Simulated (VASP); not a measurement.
# TaN (Fm-3m) in VASP: notebook

The runs below take TaN through electric field gradients, with PBEsol.

All numbers are computed with VASP 6.6.1; they aren't measurements. Logs are shortened: lines on timing, memory, paths and dates and some standing lists are left out, and cuts for length are marked.

## 1. The cell of the first run

It takes space group Fm-3m (No. 225, cubic). Conventional cell: a = 4.269 Å, b = 4.269 Å, c = 4.269 Å, α = 90.00°, β = 90.00°, γ = 90.00°. Within 2.8 Å of Ta (site symmetry m-3m) lie 6 N at 2.13 Å. N (site symmetry m-3m) has 6 Ta at 2.13 Å within 2.8 Å.

## 2. Electric field gradients, PBEsol (volume scaled by 0.94)

The input, INCAR:

```
SYSTEM = TaN
ALGO     = Normal         ! electronic algorithm
EDIFF    = 1E-8           ! SCF threshold, eV
ENCUT    = 520            ! plane-wave cutoff, eV
GGA      = PS             ! functional
ISIF     = 2              ! what is computed and relaxed
ISMEAR   = -1             ! smearing method
LASPH    = .True.         ! aspherical terms in the spheres
LCHARG   = .False.        ! write CHGCAR
LEFG     = .True.       
LREAL    = .False.        ! projectors in reciprocal space
LWAVE    = .False.        ! write WAVECAR
NBANDS   = 15             ! bands
NELM     = 80             ! most SCF steps
PREC     = Accurate       ! precision mode
SIGMA    = 0.02           ! smearing width, eV
```

The input, KPOINTS:

```
k-points
0
Gamma
  9 9 9
  0 0 0
```

The input, POSCAR:

```
TaN
1.0
    0.0000000000      2.1345181309      2.1345181309
    2.1345181309      0.0000000000      2.1345181309
    2.1345181309      2.1345181309      0.0000000000
Ta N
1 1
Direct
    0.5000000000      0.5000000000      0.5000000000
    0.0000000000      0.0000000000      0.0000000000
```

Potentials or basis: VASP PAW PBE potentials, release 64 (Ta_pv, N).

Run with:

```bash
$ cat potpaw_PBE.64/Ta_pv/POTCAR potpaw_PBE.64/N/POTCAR > POTCAR
$ mpirun -np 1 vasp_std > vasp.out
```

OUTCAR:

```text
SYSTEM = TaN
   EDIFF = 1E-8
   ENCUT = 520
   GGA = PS
   ISIF = 2
   ISMEAR = -1
   LASPH = .True.
   LREAL = .False.
   NELM = 80
   PREC = Accurate

 ion  position               nearest neighbor table
   1  0.500  0.500  0.500-   2 2.13   2 2.13   2 2.13   2 2.13   2 2.13   2 2.13
   2  0.000  0.000  0.000-   1 2.13   1 2.13   1 2.13   1 2.13   1 2.13   1 2.13

  LATTYP: Found a face centered cubic cell.
 ALAT       =     4.2690362618

  Lattice vectors:

 A1 = (   0.0000000000,   2.1345181309,   2.1345181309)
 A2 = (   2.1345181309,   0.0000000000,   2.1345181309)
 A3 = (   2.1345181309,   2.1345181309,   0.0000000000)

Analysis of symmetry for initial positions (statically):
=====================================================================
 Subroutine PRICEL returns:
 Original cell was already a primitive cell.

 Routine SETGRP: Setting up the symmetry group for a
 face centered cubic supercell.

 Subroutine GETGRP returns: Found 48 space group operations
 (whereof 48 operations were pure point group operations)
 out of a pool of 48 trial point group operations.

The static configuration has the point symmetry O_h .

Analysis of symmetry for dynamics (positions and initial velocities):
=====================================================================
 Subroutine PRICEL returns:
 Original cell was already a primitive cell.

 Routine SETGRP: Setting up the symmetry group for a
 face centered cubic supercell.

 Subroutine GETGRP returns: Found 48 space group operations
 (whereof 48 operations were pure point group operations)
 out of a pool of 48 trial point group operations.

The dynamic configuration has the point symmetry O_h .

 Subroutine INISYM returns: Found 48 space group operations
 (whereof 48 operations are pure point group operations),
 and found     1 'primitive' translations

----------------------------------------------------------------------------------------

                                     Primitive cell

  volume of cell :      19.4504

  direct lattice vectors                    reciprocal lattice vectors
     0.000000000  2.134518131  2.134518131    -0.234244907  0.234244907  0.234244907
     2.134518131  0.000000000  2.134518131     0.234244907 -0.234244907  0.234244907
     2.134518131  2.134518131  0.000000000     0.234244907  0.234244907 -0.234244907

  length of vectors
     3.018664490  3.018664490  3.018664490     0.405724079  0.405724079  0.405724079

  position of ions in fractional coordinates (direct lattice)
     0.500000000  0.500000000  0.500000000
     0.000000000  0.000000000  0.000000000

  ion indices of the primitive-cell ions
   primitive index   ion index
                 1           1
                 2           2

----------------------------------------------------------------------------------------

 KPOINTS: k-points

Automatic generation of k-mesh.
 Grid dimensions read from file:
 generate k-points for:    9    9    9

 Generating k-lattice:

  Cartesian coordinates                     Fractional coordinates (reciprocal lattice)
    -0.026027212  0.026027212  0.026027212     0.111111111  0.000000000  0.000000000
     0.026027212 -0.026027212  0.026027212     0.000000000  0.111111111  0.000000000
     0.026027212  0.026027212 -0.026027212     0.000000000  0.000000000  0.111111111

  Length of vectors
     0.045080453  0.045080453  0.045080453

  Shift w.r.t. Gamma in fractional coordinates (k-lattice)
     0.000000000  0.000000000  0.000000000

 Subroutine IBZKPT returns following result:
 ===========================================

 Found     35 irreducible k-points:

 Following reciprocal coordinates:
            Coordinates               Weight
  0.000000  0.000000  0.000000      1.000000
  0.111111  0.000000  0.000000      8.000000
  0.222222  0.000000  0.000000      8.000000
  0.333333  0.000000  0.000000      8.000000
  0.444444  0.000000  0.000000      8.000000
  0.111111  0.111111  0.000000      6.000000
[... 16 lines left out ...]
 -0.333333  0.333333  0.000000     12.000000
  0.444444  0.444444  0.000000      6.000000
 [... further k-points ...]
   k-points           NKPTS =     35   k-points in BZ     NKDIM =     35   number of bands    NBANDS=     15
   number of dos      NEDOS =    301   number of ions     NIONS =      2
   total plane-waves  NPLWV =  13824
   dimension x,y,z NGX =    24 NGY =   24 NGZ =   24
   dimension x,y,z NGXF=    48 NGYF=   48 NGZF=   48
   ions per type =               1   1
   NGX,Y,Z   is equivalent  to a cutoff of  13.22, 13.22, 13.22 a.u.
   NGXF,Y,Z  is equivalent  to a cutoff of  26.43, 26.43, 26.43 a.u.
 SYSTEM =  TaN
   PREC   = accura    normal or accurate (medium, high low for compatibility)
   ISTART =      0    job   : 0-new  1-cont  2-samecut
   ICHARG =      2    charge: 1-file 2-atom 10-const
   ISPIN  =      1    spin polarized calculation?
   LNONCOLLINEAR =      F non collinear calculations
   LSORBIT =      F    spin-orbit coupling
   LASPH  =      T    aspherical Exc in radial PAW
   ENCUT  =  520.0 eV  38.22 Ry    6.18 a.u.   5.61  5.61  5.61*2*pi/ulx,y,z
   NELM   =     80;   NELMIN=  2; NELMDL= -5     # of ELM steps
   EDIFF  = 0.1E-07   stopping-criterion for ELM
   LREAL  =      F    real-space projection
   EDIFFG = 0.1E-06   stopping-criterion for IOM
   NSW    =      0    number of steps for IOM
   IBRION =     -1    ionic relax: 0-MD 1-quasi-New 2-CG
   NFREE  =      0    steps in history (QN), initial steepest desc. (CG)
   ISIF   =      2    stress and relaxation
   ISYM   =      2    0-nonsym 1-usesym 2-fastsym
   POTIM  = 0.5000    time-step for ionic-motion
   TEBEG  =    0.0;   TEEND  =   0.0 temperature during run
   PSTRESS=    0.0 pullay stress
   NELECT =      16.0000    total number of electrons
   NUPDOWN=      -1.0000    fix difference up-down
   EMIN   =  10.00;   EMAX   =-10.00  energy-range for DOS
   EFERMI =   0.00;   METHOD = LEGACY
   ISMEAR =    -1;   SIGMA  =   0.02  broadening in eV -4-tet -1-fermi 0-gaus
   EFERMI_NEDOS =   21; number of points for ismear=-14 and -15
   IALGO  =     38    algorithm
   IMIX   =      4    mixing-type and parameters
     AMIX     =   0.40;   BMIX     =  1.00
     AMIX_MAG =   1.60;   BMIX_MAG =  1.00
  volume/ion in A,a.u.               =       9.73        65.63
  Fermi-wavevector in a.u.,A,eV,Ry     =   1.533928  2.898704 32.013626  2.352935
  Thomas-Fermi vector in A             =   2.640927
   LORBIT       =      0    0 simple, 1 ext, 2 COOP (PROOUT), +10 PAW based schemes
   GGA     = PS    functional components
   LHFCALC =     F    Hartree Fock is set to
   AEXX    =    0.0000 exact exchange contribution
   IVDW    =     0    specifies the selected vdW correction
   LEPSILON=     F    determine dielectric tensor
   LRPA    =     F    only Hartree local field effects (RPA)
 non-spin polarized calculation
  energy-cutoff  :      520.00
  volume of cell :       19.45
 maximum number of plane-waves:       534
   NGX = 11   NGY = 11   NGZ = 11

 number of electron      15.9999998 magnetization

 Free energy of the ion-electron system (eV)
  ---------------------------------------------------
  ext. energy  EPLUGINS =         0.00000000
  ---------------------------------------------------
  free energy    TOTEN  =       -23.06659658 eV

  energy without entropy =      -23.06563171  energy(sigma->0) =      -23.06611414

 E-fermi :  10.2911     XC(G=0): -14.0872

 val. band max:       10.1760047163   @ k =  -0.4444   0.2222   0.1111
 cond. band min:      10.3117883906   @ k =  -0.2222   0.2222   0.0000
 fundamental gap:      0.1357836742
 Fermi energy:        10.2911211780

 k-point     1 :       0.0000    0.0000    0.0000
  band No.  band energies     occupation
      1     -25.1232      2.00000
      2     -25.1232      2.00000
      3     -25.1232      2.00000
      4      -9.1379      2.00000
      5       6.3650      2.00000
      6       6.3650      2.00000
      7       6.3650      2.00000
      8       8.0165      2.00000
      9       8.0165      2.00000
     10       8.0165      2.00000
     11      10.4544      0.00057
     12      10.4544      0.00057
     13      12.7707      0.00000
     14      19.8209      0.00000
[... 401 lines left out ...]
      2     -25.5050      2.00000
      3     -25.5050      2.00000
      4      -7.7956      2.00000
      5       3.3458      2.00000
      6       4.3442      2.00000
      7       5.5603      2.00000
      8       5.5603      2.00000
      9      12.7156      0.00000
     10      14.4479      0.00000
     11      14.4479      0.00000
     12      15.8084      0.00000
     13      18.5833      0.00000
     14      20.3353      0.00000
     15      23.0015      0.00000

 [... further k-points ...]

------------------------ aborting loop because EDIFF is reached ----------------------------------------

  FORCE on cell =-STRESS in cart. coord.  units (eV):
  Direction    XX          YY          ZZ          XY          YZ          ZX
  --------------------------------------------------------------------------------------
  -------------------------------------------------------------------------------------
  Total        3.9425205      3.9425205      3.9425205      0.0000000      0.0000000     -0.0000000
  in kB      324.7543673    324.7543673    324.7543673      0.0000000      0.0000000     -0.0000000
  external PRESSURE =     324.7543673 kB  Pullay stress =       0.0000000 kB

 VOLUME and BASIS-vectors are now :
 -----------------------------------------------------------------------------
  energy-cutoff  :      520.00
  volume of cell :       19.45
      direct lattice vectors                 reciprocal lattice vectors
     0.000000000  2.134518131  2.134518131    -0.234244907  0.234244907  0.234244907
     2.134518131  0.000000000  2.134518131     0.234244907 -0.234244907  0.234244907
     2.134518131  2.134518131  0.000000000     0.234244907  0.234244907 -0.234244907

 POSITION                                       TOTAL-FORCE (eV/Angst)
 -----------------------------------------------------------------------------------
      2.13452      2.13452      2.13452         0.000000      0.000000      0.000000
      0.00000      0.00000      0.00000        -0.000000     -0.000000     -0.000000
 -----------------------------------------------------------------------------------
    total drift:                                0.000000     -0.000000     -0.000000

  FREE ENERGIE OF THE ION-ELECTRON SYSTEM (eV)
  ---------------------------------------------------
  free  energy   TOTEN  =       -23.0665965784 eV

  energy  without entropy=      -23.0656317063  energy(sigma->0) =      -23.06611414

 Electric field gradients (V/A^2)
---------------------------------------------------------------------
 ion       V_xx      V_yy      V_zz      V_xy      V_xz      V_yz
---------------------------------------------------------------------
   1      -0.000    -0.000    -0.000     0.000     0.000     0.000
   2      -0.000    -0.000     0.000    -0.001    -0.001    -0.001
---------------------------------------------------------------------

 Electric field gradients after diagonalization (V/A^2)
 (convention: |V_zz| > |V_xx| > |V_yy|)
----------------------------------------------------------------------
 ion       V_xx      V_yy      V_zz     asymmetry (V_yy - V_xx)/ V_zz
----------------------------------------------------------------------
   1      -0.000    -0.000     0.001       0.000
   2       0.001     0.001    -0.001       0.000
----------------------------------------------------------------------

           NMR quadrupolar parameters

 Cq : quadrupolar parameter    Cq=e*Q*V_zz/h
 eta: asymmetry parameters     (V_yy - V_xx)/ V_zz
 Q  : nuclear electric quadrupole moment in mb (millibarn)
----------------------------------------------------------------------
 ion       Cq(MHz)       eta       Q (mb)
----------------------------------------------------------------------
   1       0.000       0.000       1.000
   2      -0.000       0.000       1.000
----------------------------------------------------------------------
```

Run time: 6.8 s. Hardware: 1 thread of Intel Xeon 6975P-C, shared host; peak memory 0.14 GiB.

Results:

| Quantity | Value |
| --- | --- |
| Free energy | -23.0666 eV |
| Pressure | 32.5 GPa |
| Band gap on the k mesh | zero (band 8 reaches 12.19 eV, above the bottom of band 9 at 8.02 eV) |

Caveat: the cell differs from its parent crystal (volume scaled by 0.94); without QUAD_EFG the Cq values of the log hold for a quadrupole moment of 1 mb, not for the nuclei; the PAW data sets were made with another functional, which shifts forces and pressure a little; spin-orbit coupling is left out, which moves the levels of the heavy elements.

## 3. Electric field gradients, PBEsol

This run uses another cell than the first one, of 10.35 Å³/atom, 1.064 times its volume.

The input, INCAR:

```
  ALGO = Normal
  EDIFF = 1E-8
  ENCUT = 520
  GGA = PS
  ISIF = 2
  ISMEAR = -1
  LASPH = T
  LCHARG = F
  LEFG = T
  LREAL = F
  LWAVE = F
  NBANDS = 15
  NELM = 100
  PREC = Accurate
  SIGMA = 0.02
```

The input, KPOINTS:

```
k-points
0
Gamma
  9 9 9
```

The input, POSCAR:

```
TaN
1.0
    0.0000000000      2.1790000000      2.1790000000
    2.1790000000      0.0000000000      2.1790000000
    2.1790000000      2.1790000000      0.0000000000
Ta N
1 1
Direct
    0.5000000000      0.5000000000      0.5000000000
    0.0000000000      0.0000000000      0.0000000000
```

Potentials or basis: VASP PAW PBE potentials, release 64 (Ta_pv, N).

Run with:

```bash
$ cat potpaw_PBE.64/Ta_pv/POTCAR potpaw_PBE.64/N/POTCAR > POTCAR
$ mpirun -np 1 vasp_std > vasp.out
```

OUTCAR:

```text
EDIFF = 1E-8
   ENCUT = 520
   GGA = PS
   ISIF = 2
   ISMEAR = -1
   LASPH = T
   LREAL = F
   NELM = 100
   PREC = Accurate

 ion  position               nearest neighbor table
   1  0.500  0.500  0.500-   2 2.18   2 2.18   2 2.18   2 2.18   2 2.18   2 2.18
   2  0.000  0.000  0.000-   1 2.18   1 2.18   1 2.18   1 2.18   1 2.18   1 2.18

  LATTYP: Found a face centered cubic cell.
 ALAT       =     4.3580000000

  Lattice vectors:

 A1 = (   0.0000000000,   2.1790000000,   2.1790000000)
 A2 = (   2.1790000000,   0.0000000000,   2.1790000000)
[... 643 lines left out ...]
  ---------------------------------------------------
  free  energy   TOTEN  =       -23.2088718439 eV

  energy  without entropy=      -23.2077916190  energy(sigma->0) =      -23.20833173

 Electric field gradients (V/A^2)
---------------------------------------------------------------------
 ion       V_xx      V_yy      V_zz      V_xy      V_xz      V_yz
---------------------------------------------------------------------
   1      -0.000    -0.000    -0.000     0.000     0.000     0.000
   2       0.000     0.000     0.000    -0.000    -0.000    -0.000
---------------------------------------------------------------------

 Electric field gradients after diagonalization (V/A^2)
 (convention: |V_zz| > |V_xx| > |V_yy|)
----------------------------------------------------------------------
 ion       V_xx      V_yy      V_zz     asymmetry (V_yy - V_xx)/ V_zz
----------------------------------------------------------------------
   1      -0.000    -0.000     0.000       0.000
   2       0.000     0.000    -0.000       0.000
----------------------------------------------------------------------

           NMR quadrupolar parameters

 Cq : quadrupolar parameter    Cq=e*Q*V_zz/h
 eta: asymmetry parameters     (V_yy - V_xx)/ V_zz
 Q  : nuclear electric quadrupole moment in mb (millibarn)
----------------------------------------------------------------------
 ion       Cq(MHz)       eta       Q (mb)
----------------------------------------------------------------------
   1       0.000       0.000       1.000
   2      -0.000       0.000       1.000
----------------------------------------------------------------------
```

OSZICAR:

```text
N       E                     dE             d eps       ncg     rms          rms(c)
DAV:   1     0.863766997021E+02    0.86377E+02   -0.87403E+03  1058   0.112E+03
DAV:   2    -0.233858071986E+02   -0.10976E+03   -0.10237E+03  1295   0.301E+02
DAV:   3    -0.259836496174E+02   -0.25978E+01   -0.25822E+01  1204   0.435E+01
DAV:   4    -0.259937070424E+02   -0.10057E-01   -0.10053E-01  1317   0.285E+00
DAV:   5    -0.259937656527E+02   -0.58610E-04   -0.58608E-04  1218   0.201E-01    0.258E+01
DAV:   6    -0.233029057288E+02    0.26909E+01   -0.47565E+00  1261   0.252E+01    0.109E+01
DAV:   7    -0.232461845653E+02    0.56721E-01   -0.54078E-01  1239   0.571E+00    0.733E+00
DAV:   8    -0.232163866396E+02    0.29798E-01   -0.15744E-01  1197   0.312E+00    0.160E+00
DAV:   9    -0.232091433311E+02    0.72433E-02   -0.22189E-02  1127   0.118E+00    0.379E-01
DAV:  10    -0.232089404101E+02    0.20292E-03   -0.16477E-03  1204   0.444E-01    0.753E-02
DAV:  11    -0.232088739917E+02    0.66418E-04   -0.14629E-04  1155   0.136E-01    0.265E-02
DAV:  12    -0.232088722102E+02    0.17814E-05   -0.97755E-06  1232   0.291E-02    0.484E-03
DAV:  13    -0.232088718233E+02    0.38689E-06   -0.84193E-07  1155   0.711E-03    0.312E-03
DAV:  14    -0.232088718482E+02   -0.24860E-07   -0.45126E-08  1183   0.185E-03    0.470E-04
DAV:  15    -0.232088718439E+02    0.43069E-08   -0.17781E-09   588   0.484E-04
   1 F= -.23208872E+02 E0= -.23208332E+02  d E =-.108022E-02
```

Run time: 7.5 s. Hardware: 1 thread of Intel Xeon 6975P-C, shared host; peak memory 0.15 GiB.

What came out:

```yaml
Free_energy: -23.2089 eV
Pressure: 5.4 GPa
Band_gap_on_the_k_mesh: zero (band 8 reaches 11.31 eV, above the bottom of band 9 at 7.48 eV)
```

Levels at points of the mesh, in eV from the Fermi level:
| k point | band 6 | band 7 | band 8 | band 9 | band 10 | band 11 |
| --- | --- | --- | --- | --- | --- | --- |
| (0.00, 0.00, 0.00) | -3.76 | -3.76 | -2.10 | -2.10 | -2.10 | 0.14 |

Caveat: without QUAD_EFG the Cq values of the log hold for a quadrupole moment of 1 mb, not for the nuclei; the PAW data sets were made with another functional, which shifts forces and pressure a little; spin-orbit coupling is left out, which moves the levels of the heavy elements.

(Continued in part 2 of 2.)
